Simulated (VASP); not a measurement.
The system is SiC.

```xyz
8
Lattice="3.0781 0.0000 0.0000 -1.5390 2.6657 0.0000 0.0000 0.0000 10.0759" Properties=species:S:1:pos:R:3 pbc="T T T"
Si    0.0000    0.0000    5.0364
Si    0.0000    1.7771    2.5181
Si    1.5390    0.8886    7.5561
Si    0.0000    0.0000   10.0743
C     0.0000    0.0000    1.8873
C     0.0000    0.0000    6.9252
C     0.0000    1.7771    4.4127
C     1.5390    0.8886    9.4507
```

Base run:

- Program: VASP 6.6.1
- Functional: PBEsol
- Potentials or basis: VASP PAW PBE potentials, release 64 (Si, C)
- Cutoff: 520 eV
- k mesh: 9 × 9 × 3
- Occupations: fermi-dirac, width 0.05 eV
- Spin: no spin polarisation

Its results: band gap on the k mesh 2.22 eV (least direct gap 3.32 eV); pressure 0.3 GPa.

Task: The run is repeated on the same cell with these changes: functional from PBEsol to r2SCAN. What comes out?

Result: Band gap on the k mesh 2.73 eV (least direct gap 3.87 eV); pressure -0.2 GPa.

Caveats: the PAW data sets were made with another functional, which shifts forces and pressure a little; an odd mesh through Γ misses points on the zone boundary, where band edges can lie.
